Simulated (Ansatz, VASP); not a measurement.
## Two plane-wave programs on MnS

File INCAR:

```
SYSTEM = MnS
PREC = Accurate
ENCUT = 520
EDIFF = 1E-6
ISMEAR = 0
SIGMA = 0.1
LREAL = .FALSE.
LASPH = .TRUE.
NELM = 150
ALGO = Normal
ISIF = 2
LWAVE = .FALSE.
LCHARG = .TRUE.
ISPIN = 2
MAGMOM = 4.04 0
LORBIT = 11
LMAXMIX = 4
GGA = PS
LELF = .TRUE.
LVHAR = .TRUE.
NBANDS = 20
```

Contents of KPOINTS:

```
regular mesh
0
G
  14 14 14
  0 0 0
```

POSCAR

```
MnS
1.0
    0.0000000000      2.3923588042      2.3923588042
    2.3923588042      0.0000000000      2.3923588042
    2.3923588042      2.3923588042      0.0000000000
Mn S
1 1
Direct
    0.0000000000      0.0000000000      0.0000000000
    0.5000000000      0.5000000000      0.5000000000
```

Input for Ansatz:

```yaml
crystal:
  lattice:
    - [0.0, 2.3923588042, 2.3923588042]
    - [2.3923588042, 0.0, 2.3923588042]
    - [2.3923588042, 2.3923588042, 0.0]
  atoms:
    - { symbol: Mn, position: [0.0, 0.0, 0.0], spin: 4.04 }
    - { symbol: S, position: [0.5, 0.5, 0.5] }
basis:
  ecutwfc: 420
kpoints:
  mp_grid: { grid: [14, 14, 14] }
hamiltonian:
  xc: pbesol
scf:
  occupations: { method: gaussian, width: 0.1 }
output:
  forces: true
  stress: true
  eigenvalues: true
  populations: true
magnetization:
  spin_polarized: true
```

Alike in both runs: task single point; functional PBEsol; k mesh 14 × 14 × 14; occupations gaussian, width 0.1 eV; collinear spin.

```csv
,VASP,Ansatz
version,VASP 6.6.1,Ansatz 0.2.0
potentials or method,"VASP PAW PBE potentials, release 64 (Mn_pv, S), cutoff 520 eV","scalar-relativistic, plane waves, PAW"
valence electrons in the cell,19,21
```

Ansatz gave:

* gap on the k mesh at the Fermi level (eV): none
* pressure (GPa): 7.3
* net moment per atom (μB): 1.85
* size of the moment on the site where the two differ most (μB): 3.30

Which values does VASP return?

gap on the k mesh at the Fermi level (eV): none; pressure (GPa): 7.7; net moment per atom (μB): 1.85; size of the moment on the site where the two differ most (μB): 3.45.

VASP's potentials were made for PBE, not for PBEsol. Site moments also hang on the region over which each program counts them. A gap of «none» marks a metal or a gap that the smearing closes. VASP's potentials hold 19 valence electrons a cell and Ansatz's 21, so a difference there can come from the potentials and not from the codes.
